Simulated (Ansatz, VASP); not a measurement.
**One calculation of Ge, two programs**

Contents of INCAR:

```
SYSTEM = Ge
ALGO = Normal ; EDIFF = 1E-6
EDIFFG = -0.01 ; ENCUT = 600
GGA = PE ; IBRION = 2
ISIF = 3 ; ISMEAR = -1
IVDW = 13 ; LASPH = .True.
LCHARG = .False. ; LREAL = .False.
LWAVE = .False. ; NELM = 100
NSW = 60 ; PREC = Accurate
SIGMA = 0.05
```

Contents of KPOINTS:

```
k-points
0
Gamma
  11 11 10
  0 0 0
```

The input POSCAR:

```
Ge
1.0
    1.3971490000     -2.6005160000      0.0000000000
    1.3971490000      2.6005160000      0.0000000000
    0.0000000000      0.0000000000      2.6982310000
Ge
1
Direct
    0.5000000000      0.5000000000      0.0000000000
```

Contents of input.yaml:

```yaml
crystal:
  lattice:
    - [1.397149, -2.600516, 0.0]
    - [1.397149, 2.600516, 0.0]
    - [0.0, 0.0, 2.698231]
  atoms:
    - { symbol: Ge, position: [0.5, 0.5, 0.0] }
hamiltonian:
  xc: pbe
  pseudopotentials: { kind: paw }
  dispersion: d4
kpoints:
  mp_grid: { grid: [11, 11, 10] }
scf:
  occupations: { method: fermi_dirac, width: 0.05 }
output:
  forces: true
  stress: true
  eigenvalues: true
relax:
  f_tol: 0.01
  max_steps: 40
  cell: { stress_tol: 0.05 }
```

Alike in both runs: task relaxation of cell and atoms; functional PBE; dispersion D4; k mesh 11 × 11 × 10; occupations fermi-dirac, width 0.05 eV; no spin polarisation.

|  | VASP | Ansatz |
| --- | --- | --- |
| version | VASP 6.6.1 | Ansatz 0.2.0 |
| potentials or method | VASP PAW PBE potentials, release 64 (Ge_d) | Ansatz PAW |
| plane-wave cutoff (eV) | 600 | 420 |
| valence electrons in the cell | 14 | 14 |

|  | VASP | Ansatz | Ansatz less VASP |
| --- | --- | --- | --- |
| gap on the k mesh at the Fermi level, each at its own relaxed structure (eV) | none | none | - |
| relaxed volume (Å³/atom) | 18.58 | 18.56 | -0.014 |
| relaxed cell length with the largest relative difference (Å) | 2.841 | 2.836 | -0.0046 |

A gap of «none» marks a metal or a gap that the smearing closes.

Noted on Ansatz's run: the plane-wave basis is chosen anew once the cell has moved, so the energies of steps on either side of that aren't comparable.
